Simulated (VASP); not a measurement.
# Y (Pm-3m) in VASP: notebook

Y is run at these levels: PBEsol; tasks: single point, relaxation of cell and atoms.

Everything below comes from runs of VASP 6.6.1. Logs are shortened: lines on timing, memory, paths and dates and some standing lists are left out, and cuts for length are marked.

## Step 1: The cell of the first run

It takes space group Pm-3m (No. 221, cubic). Conventional cell: a = 2.875 Å, b = 2.875 Å, c = 2.875 Å, α = 90.00°, β = 90.00°, γ = 90.00°. Y (site symmetry m-3m) has 6 Y at 2.88 Å within 3.8 Å.

## Step 2: Single point, PBEsol

File INCAR:

```
SYSTEM = Y
ALGO = Normal
EDIFF = 1E-6
ENCUT = 520
GGA = PS
ISIF = 2
ISMEAR = -1
LASPH = .True.
LCHARG = .False.
LREAL = .False.
LWAVE = .False.
NBANDS = 12
NELM = 60
PREC = Accurate
SIGMA = 0.05
```

File KPOINTS:

```
k-points
0
Gamma
  13 13 13
  0 0 0
```

File POSCAR:

```
Y
1.0
    2.8752613891      0.0000000000      0.0000000000
    0.0000000000      2.8752613891      0.0000000000
    0.0000000000      0.0000000000      2.8752613891
Y
1
Direct
    0.0000000000      0.0000000000      0.0000000000
```

Potentials or basis: VASP PAW PBE potentials, release 64 (Y_sv).

Run with:

```
$ cat potpaw_PBE.64/Y_sv/POTCAR > POTCAR
$ mpirun -np 1 vasp_std > vasp.out
```

OUTCAR:

```text
SYSTEM = Y
   EDIFF = 1E-6
   ENCUT = 520
   GGA = PS
   ISIF = 2
   ISMEAR = -1
   LASPH = .True.
   LREAL = .False.
   NELM = 60
   PREC = Accurate

 ion  position               nearest neighbor table
   1  0.000  0.000  0.000-

  LATTYP: Found a simple cubic cell.
 ALAT       =     2.8752613891

  Lattice vectors:

 A1 = (   2.8752613891,   0.0000000000,   0.0000000000)
 A2 = (   0.0000000000,   2.8752613891,   0.0000000000)
 A3 = (   0.0000000000,   0.0000000000,   2.8752613891)

Analysis of symmetry for initial positions (statically):
=====================================================================
 Subroutine PRICEL returns:
 Original cell was already a primitive cell.

 Routine SETGRP: Setting up the symmetry group for a
 simple cubic supercell.

 Subroutine GETGRP returns: Found 48 space group operations
 (whereof 48 operations were pure point group operations)
 out of a pool of 48 trial point group operations.

The static configuration has the point symmetry O_h .

Analysis of symmetry for dynamics (positions and initial velocities):
=====================================================================
 Subroutine PRICEL returns:
 Original cell was already a primitive cell.

 Routine SETGRP: Setting up the symmetry group for a
 simple cubic supercell.

 Subroutine GETGRP returns: Found 48 space group operations
 (whereof 48 operations were pure point group operations)
 out of a pool of 48 trial point group operations.

The dynamic configuration has the point symmetry O_h .

 Subroutine INISYM returns: Found 48 space group operations
 (whereof 48 operations are pure point group operations),
 and found     1 'primitive' translations

----------------------------------------------------------------------------------------

                                     Primitive cell

  volume of cell :      23.7702

  direct lattice vectors                    reciprocal lattice vectors
     2.875261389  0.000000000  0.000000000     0.347794466  0.000000000  0.000000000
     0.000000000  2.875261389  0.000000000     0.000000000  0.347794466  0.000000000
     0.000000000  0.000000000  2.875261389     0.000000000  0.000000000  0.347794466

  length of vectors
     2.875261389  2.875261389  2.875261389     0.347794466  0.347794466  0.347794466

  position of ions in fractional coordinates (direct lattice)
     0.000000000  0.000000000  0.000000000

  ion indices of the primitive-cell ions
   primitive index   ion index
                 1           1

----------------------------------------------------------------------------------------

 KPOINTS: k-points

Automatic generation of k-mesh.
 Grid dimensions read from file:
 generate k-points for:   13   13   13

 Generating k-lattice:

  Cartesian coordinates                     Fractional coordinates (reciprocal lattice)
     0.026753420  0.000000000  0.000000000     0.076923077  0.000000000  0.000000000
     0.000000000  0.026753420  0.000000000     0.000000000  0.076923077  0.000000000
     0.000000000  0.000000000  0.026753420     0.000000000  0.000000000  0.076923077

  Length of vectors
     0.026753420  0.026753420  0.026753420

  Shift w.r.t. Gamma in fractional coordinates (k-lattice)
     0.000000000  0.000000000  0.000000000

 Subroutine IBZKPT returns following result:
 ===========================================

 Found     84 irreducible k-points:

 Following reciprocal coordinates:
            Coordinates               Weight
  0.000000  0.000000  0.000000      1.000000
  0.076923  0.000000  0.000000      6.000000
  0.153846  0.000000  0.000000      6.000000
  0.230769  0.000000  0.000000      6.000000
  0.307692  0.000000  0.000000      6.000000
  0.384615  0.000000  0.000000      6.000000
[... 16 lines left out ...]
  0.307692  0.307692  0.000000     12.000000
  0.384615  0.307692  0.000000     24.000000
 [... further k-points ...]
   k-points           NKPTS =     84   k-points in BZ     NKDIM =     84   number of bands    NBANDS=     12
   number of dos      NEDOS =    301   number of ions     NIONS =      1
   total plane-waves  NPLWV =  13824
   dimension x,y,z NGX =    24 NGY =   24 NGZ =   24
   dimension x,y,z NGXF=    48 NGYF=   48 NGZF=   48
   ions per type =               1
   NGX,Y,Z   is equivalent  to a cutoff of  13.88, 13.88, 13.88 a.u.
   NGXF,Y,Z  is equivalent  to a cutoff of  27.75, 27.75, 27.75 a.u.
 SYSTEM =  Y
   PREC   = accura    normal or accurate (medium, high low for compatibility)
   ISTART =      0    job   : 0-new  1-cont  2-samecut
   ICHARG =      2    charge: 1-file 2-atom 10-const
   ISPIN  =      1    spin polarized calculation?
   LNONCOLLINEAR =      F non collinear calculations
   LSORBIT =      F    spin-orbit coupling
   LASPH  =      T    aspherical Exc in radial PAW
   ENCUT  =  520.0 eV  38.22 Ry    6.18 a.u.   5.35  5.35  5.35*2*pi/ulx,y,z
   NELM   =     60;   NELMIN=  2; NELMDL= -5     # of ELM steps
   EDIFF  = 0.1E-05   stopping-criterion for ELM
   LREAL  =      F    real-space projection
   EDIFFG = 0.1E-04   stopping-criterion for IOM
   NSW    =      0    number of steps for IOM
   IBRION =     -1    ionic relax: 0-MD 1-quasi-New 2-CG
   NFREE  =      0    steps in history (QN), initial steepest desc. (CG)
   ISIF   =      2    stress and relaxation
   ISYM   =      2    0-nonsym 1-usesym 2-fastsym
   POTIM  = 0.5000    time-step for ionic-motion
   TEBEG  =    0.0;   TEEND  =   0.0 temperature during run
   PSTRESS=    0.0 pullay stress
   NELECT =      11.0000    total number of electrons
   NUPDOWN=      -1.0000    fix difference up-down
   EMIN   =  10.00;   EMAX   =-10.00  energy-range for DOS
   EFERMI =   0.00;   METHOD = LEGACY
   ISMEAR =    -1;   SIGMA  =   0.05  broadening in eV -4-tet -1-fermi 0-gaus
   EFERMI_NEDOS =   21; number of points for ismear=-14 and -15
   IALGO  =     38    algorithm
   IMIX   =      4    mixing-type and parameters
     AMIX     =   0.40;   BMIX     =  1.00
     AMIX_MAG =   1.60;   BMIX_MAG =  1.00
  volume/ion in A,a.u.               =      23.77       160.41
  Fermi-wavevector in a.u.,A,eV,Ry     =   1.266276  2.392915 21.816330  1.603455
  Thomas-Fermi vector in A             =   2.399485
   LORBIT       =      0    0 simple, 1 ext, 2 COOP (PROOUT), +10 PAW based schemes
   GGA     = PS    functional components
   LHFCALC =     F    Hartree Fock is set to
   AEXX    =    0.0000 exact exchange contribution
   IVDW    =     0    specifies the selected vdW correction
   LEPSILON=     F    determine dielectric tensor
   LRPA    =     F    only Hartree local field effects (RPA)
 non-spin polarized calculation
  energy-cutoff  :      520.00
  volume of cell :       23.77
 maximum number of plane-waves:       659
 NGX is ok and might be reduce to    24
   NGX = 11   NGY = 11   NGZ = 11

 number of electron      11.0000001 magnetization

 Free energy of the ion-electron system (eV)
  ---------------------------------------------------
  ext. energy  EPLUGINS =         0.00000000
  ---------------------------------------------------
  free energy    TOTEN  =        -5.71540737 eV

  energy without entropy =       -5.69952913  energy(sigma->0) =       -5.70746825

 E-fermi :   4.6301     XC(G=0): -10.8364

 val. band max:        4.6252064553   @ k =   0.3846   0.0769   0.0769
 cond. band min:       4.6317664163   @ k =   0.3846   0.1538   0.0000
 fundamental gap:      0.0065599610
 Fermi energy:         4.6301337890

 k-point     1 :       0.0000    0.0000    0.0000
  band No.  band energies     occupation
      1     -37.8547      2.00000
      2     -16.8682      2.00000
      3     -16.8682      2.00000
      4     -16.8682      2.00000
      5      -0.1653      2.00000
      6       3.3714      2.00000
      7       3.3714      2.00000
      8      12.2525      0.00000
      9      12.2525      0.00000
     10      12.2525      0.00000
     11      17.8739      0.00000
     12      17.8739      0.00000

 k-point     2 :       0.0769    0.0000    0.0000
  band No.  band energies     occupation
      1     -37.8395      2.00000
      2     -17.0019      2.00000
      3     -16.8570      2.00000
      4     -16.8570      2.00000
      5       0.0102      2.00000
      6       3.4234      2.00000
      7       3.5774      2.00000
      8      11.8435      0.00000
      9      11.8435      0.00000
     10      12.2770      0.00000
     11      17.1558      0.00000
     12      18.3230      0.00000

 k-point     3 :       0.1538    0.0000    0.0000
  band No.  band energies     occupation
      1     -37.7971      2.00000
      2     -17.3583      2.00000
      3     -16.8258      2.00000
      4     -16.8258      2.00000
      5       0.4770      2.00000
      6       3.5724      2.00000
      7       4.1665      1.99981
      8      10.9415      0.00000
      9      10.9415      0.00000
     10      12.3458      0.00000
     11      15.7926      0.00000
     12      19.3225      0.00000
[... 286 lines left out ...]
 k-point    23 :       0.3077    0.3077    0.0000
  band No.  band energies     occupation
      1     -37.4927      2.00000
      2     -18.1301      2.00000
      3     -18.0631      2.00000
      4     -16.6060      2.00000
      5       2.7483      2.00000
      6       4.3582      1.99135
      7       7.7509      0.00000
      8       8.2702      0.00000
      9       9.4866      0.00000
     10       9.9184      0.00000
     11      15.1618      0.00000
     12      17.1992      0.00000

 k-point    24 :       0.3846    0.3077    0.0000
  band No.  band energies     occupation
      1     -37.4393      2.00000
      2     -18.4516      2.00000
      3     -18.0341      2.00000
      4     -16.5681      2.00000
      5       2.5731      2.00000
      6       4.4618      1.93327
      7       8.0588      0.00000
      8       9.0958      0.00000
      9       9.2040      0.00000
     10       9.9073      0.00000
     11      14.9566      0.00000
     12      17.7665      0.00000

 [... further k-points ...]
[... 5 lines left out ...]
  --------------------------------------------------------------------------------------
  -------------------------------------------------------------------------------------
  Total        2.2153096      2.2153096      2.2153096      0.0000000      0.0000000      0.0000000
  in kB      149.3182921    149.3182921    149.3182921      0.0000000      0.0000000      0.0000000
  external PRESSURE =     149.3182921 kB  Pullay stress =       0.0000000 kB

 VOLUME and BASIS-vectors are now :
 -----------------------------------------------------------------------------
  energy-cutoff  :      520.00
  volume of cell :       23.77
      direct lattice vectors                 reciprocal lattice vectors
     2.875261389  0.000000000  0.000000000     0.347794466  0.000000000  0.000000000
     0.000000000  2.875261389  0.000000000     0.000000000  0.347794466  0.000000000
     0.000000000  0.000000000  2.875261389     0.000000000  0.000000000  0.347794466

 POSITION                                       TOTAL-FORCE (eV/Angst)
 -----------------------------------------------------------------------------------
      0.00000      0.00000      0.00000         0.000000      0.000000      0.000000
 -----------------------------------------------------------------------------------
    total drift:                                0.000000     -0.000000      0.000000

  FREE ENERGIE OF THE ION-ELECTRON SYSTEM (eV)
  ---------------------------------------------------
  free  energy   TOTEN  =        -5.7154073682 eV

  energy  without entropy=       -5.6995291280  energy(sigma->0) =       -5.70746825
```

Wall time 7.1 s (1 thread of Intel Xeon 6975P-C (Granite Rapids), shared host); peak memory 0.16 GiB.

What came out:

| Quantity | Value |
| --- | --- |
| Free energy | -5.7154 eV |
| Pressure | 14.9 GPa |

Levels at points of the mesh, in eV from the Fermi level:
```csv
k point,band 2,band 3,band 4,band 5,band 6,band 7,band 8,band 9,band 10,band 11
"(0.00, 0.00, 0.00)",-21.50,-21.50,-21.50,-4.80,-1.26,-1.26,7.62,7.62,7.62,13.24
```

Caveat: the PAW data sets were made with another functional, which shifts forces and pressure a little.

## Step 3: Relaxation of cell and atoms, PBEsol, target pressure 15 GPa, at which the enthalpy is minimised

File INCAR:

```
PREC     = Accurate       # precision mode
ENCUT    = 600            # plane-wave cutoff, eV
EDIFF    = 1E-6           # SCF threshold, eV
ISMEAR   = -1             # smearing method
SIGMA    = 0.05           # smearing width, eV
LREAL    = False          # projectors in reciprocal space
LASPH    = True           # aspherical terms in the spheres
NELM     = 80             # most SCF steps
ALGO     = Normal         # electronic algorithm
ISIF     = 3              # what is computed and relaxed
LWAVE    = False          # write WAVECAR
LCHARG   = False          # write CHGCAR
GGA      = PS             # functional
IBRION   = 2              # ionic algorithm
NSW      = 32             # ionic steps
EDIFFG   = -0.005         # ionic threshold
PSTRESS  = 150.0
```

File KPOINTS:

```
regular mesh
0
Gamma
  13 13 13
```

POSCAR is that of step 2.

Potentials or basis: VASP PAW PBE potentials, release 64 (Y_sv).

Run with:

```
$ cat potpaw_PBE.64/Y_sv/POTCAR > POTCAR
$ mpirun -np 1 vasp_std > vasp.out
```

OUTCAR:

```text
PREC = Accurate
   ENCUT = 600
   EDIFF = 1E-6
   ISMEAR = -1
   LREAL = False
   LASPH = True
   NELM = 80
   ISIF = 3
   GGA = PS
   IBRION = 2
   NSW = 32
   EDIFFG = -0.005
   PSTRESS = 150.0

 ion  position               nearest neighbor table
   1  0.000  0.000  0.000-

  LATTYP: Found a simple cubic cell.
 ALAT       =     2.8752613891

  Lattice vectors:

 A1 = (   2.8752613891,   0.0000000000,   0.0000000000)
[... 474 lines left out ...]

  FORCE on cell =-STRESS in cart. coord.  units (eV):
  Direction    XX          YY          ZZ          XY          YZ          ZX
  --------------------------------------------------------------------------------------
  -------------------------------------------------------------------------------------
  Total        2.2278287      2.2278287      2.2278287      0.0000000      0.0000000      0.0000000
  in kB      150.1621154    150.1621154    150.1621154      0.0000000      0.0000000      0.0000000
  external PRESSURE =       0.1621154 kB  Pullay stress =     150.0000000 kB

 VOLUME and BASIS-vectors are now :
 -----------------------------------------------------------------------------
  energy-cutoff  :      600.00
  volume of cell :       23.77
      direct lattice vectors                 reciprocal lattice vectors
     2.875261389  0.000000000  0.000000000     0.347794466  0.000000000  0.000000000
     0.000000000  2.875261389  0.000000000     0.000000000  0.347794466  0.000000000
     0.000000000  0.000000000  2.875261389     0.000000000  0.000000000  0.347794466

 POSITION                                       TOTAL-FORCE (eV/Angst)
 -----------------------------------------------------------------------------------
      0.00000      0.00000      0.00000         0.000000      0.000000      0.000000
 -----------------------------------------------------------------------------------
    total drift:                                0.000000      0.000000      0.000000

  FREE ENERGIE OF THE ION-ELECTRON SYSTEM (eV)
  ---------------------------------------------------
  free  energy   TOTEN  =        -5.7155776665 eV

  energy  without entropy=       -5.6996982369  energy(sigma->0) =       -5.70763795

  enthalpy is  TOTEN    =        -3.4901541458 eV   P V=        2.2254235207

 reached required accuracy - stopping structural energy minimisation
```

OSZICAR:

```text
N       E                     dE             d eps       ncg     rms          rms(c)
DAV:   1     0.258020232459E+02    0.25802E+02   -0.66984E+03  1512   0.129E+03
DAV:   2    -0.472248356482E+01   -0.30525E+02   -0.29749E+02  1711   0.188E+02
DAV:   3    -0.583682956457E+01   -0.11143E+01   -0.10765E+01  2192   0.259E+01
DAV:   4    -0.585718544010E+01   -0.20356E-01   -0.20257E-01  1814   0.299E+00
DAV:   5    -0.585758245180E+01   -0.39701E-03   -0.39677E-03  2272   0.276E-01    0.244E+01
DAV:   6    -0.571993792962E+01    0.13764E+00   -0.25847E-01  1592   0.373E+00    0.143E+01
DAV:   7    -0.571671080557E+01    0.32271E-02   -0.30635E-01  1724   0.383E+00    0.161E+00
DAV:   8    -0.571596923272E+01    0.74157E-03   -0.37621E-02  1707   0.181E+00    0.454E-01
DAV:   9    -0.571556216580E+01    0.40707E-03   -0.17037E-03  1863   0.388E-01    0.216E-01
DAV:  10    -0.571557711367E+01   -0.14948E-04   -0.22642E-04  1690   0.177E-01    0.141E-02
DAV:  11    -0.571557766651E+01   -0.55284E-06   -0.60073E-06  2077   0.229E-02
   1 F= -.34901541E+01 E0= -.34822144E+01  d E =-.349015E+01
```

Wall time 6.2 s (1 thread of Intel Xeon 6975P-C (Granite Rapids), shared host); peak memory 0.17 GiB.

Results:

```yaml
Free_energy: -5.7156 eV
Pressure_after_relaxing: 15.0 GPa
```

Final structure:
```cif
data_structure
_symmetry_space_group_name_H-M 'P 1'
_symmetry_Int_Tables_number 1
_cell_length_a 2.8753
_cell_length_b 2.8753
_cell_length_c 2.8753
_cell_angle_alpha 90.000
_cell_angle_beta 90.000
_cell_angle_gamma 90.000
_cell_volume 23.77
loop_
_atom_site_label
_atom_site_type_symbol
_atom_site_fract_x
_atom_site_fract_y
_atom_site_fract_z
_atom_site_occupancy
Y1 Y 0.00000 0.00000 0.00000 1
```

Caveat: the relaxation stopped at its first step, so nothing moved; the cell is relaxed towards a set pressure, so the enthalpy falls and the energy may rise; the PAW data sets were made with another functional, which shifts forces and pressure a little.

## Step 4: Relaxation of cell and atoms, PBEsol, target pressure 15 GPa, at which the enthalpy is minimised

This run uses another cell than the first one, of 25.37 Å³/atom, 1.067 times its volume.

File INCAR:

```
  PREC = Accurate
  ENCUT = 600
  EDIFF = 1E-6
  ISMEAR = -1
  SIGMA = 0.05
  LREAL = False
  LASPH = True
  NELM = 60
  ALGO = Normal
  ISIF = 3
  LWAVE = False
  LCHARG = False
  GGA = PS
  IBRION = 2
  NSW = 60
  EDIFFG = -0.005
  PSTRESS = 150.0
```

KPOINTS is that of step 3.

File POSCAR:

```
Y
1.0
    2.9385474786      0.0000000000      0.0000000000
    0.0000000000      2.9385474786      0.0000000000
    0.0000000000      0.0000000000      2.9385474786
Y
1
Direct
    0.0000000000      0.0000000000      0.0000000000
```

Run with:

```
$ cat potpaw_PBE.64/Y_sv/POTCAR > POTCAR
$ mpirun -np 1 vasp_std > vasp.out
```

Wall time 18 s (1 thread of Intel Xeon 6975P-C (Granite Rapids), shared host); peak memory 0.19 GiB.

It converged, with:

| Property | Result |
| --- | --- |
| Free energy | -5.7155 eV |
| Relaxed volume | 23.77 Å³/atom |
| Relaxed cell | a = 2.875 Å, b = 2.875 Å, c = 2.875 Å, α = 90.00°, β = 90.00°, γ = 90.00° |
| Space group after relaxing (to 0.05 Å) | Pm-3m (No. 221) |
| Energy change on relaxing (the enthalpy is what falls) | +126.5 meV/atom |
| Ionic steps | 3 |
| Pressure after relaxing | 15.0 GPa |

Step by step:
| step | energy change (eV) | largest force (eV/Å) | pressure (GPa) | volume (Å³) |
| --- | --- | --- | --- | --- |
| 1 | 0.0000 | 0.0000 | 10.45 | 25.37 |
| 2 | 0.2251 | 0.0000 | 18.29 | 22.82 |
| 3 | 0.1265 | 0.0000 | 15.01 | 23.77 |

Final structure:
```yaml
crystal:
  lattice:
    - [2.87516, 0.00000, 0.00000]
    - [0.00000, 2.87516, 0.00000]
    - [0.00000, 0.00000, 2.87516]
  atoms:
    - { symbol: Y, position: [0.00000, 0.00000, 0.00000] }
```

Levels at points of the mesh, in eV from the Fermi level:
| k point | band 4 | band 5 | band 6 | band 7 | band 8 | band 9 |
| --- | --- | --- | --- | --- | --- | --- |
| (0.00, 0.00, 0.00) | -21.50 | -4.79 | -1.26 | -1.26 | 7.62 | 7.62 |

Caveat: the cell is relaxed towards a set pressure, so the enthalpy falls and the energy may rise; the PAW data sets were made with another functional, which shifts forces and pressure a little.

## Step 5: Summary

```tsv
task	cell	cutoff (eV)	gap on the mesh (eV)	pressure (GPa)
single point	a = 2.875 Å, 1 atom	520	none	14.9
relaxation of cell and atoms	relaxed to 15 GPa from a = 2.875 Å, 1 atom	600	none	15.0
relaxation of cell and atoms	relaxed to 15 GPa from a = 2.939 Å, 1 atom	600	none	15.0
```

Alike in all rows: level PBEsol; potentials or basis VASP PAW PBE potentials, release 64 (Y_sv); no spin polarisation; k mesh 13 × 13 × 13; smearing fermi-dirac 0.05 eV.

Caveats: the PAW data sets were made with another functional, which shifts forces and pressure a little; the cell is relaxed towards a set pressure, so the enthalpy falls and the energy may rise (some runs); the relaxation stopped at its first step, so nothing moved (some runs).

Absolute energies hang on the potentials; compare differences alone.
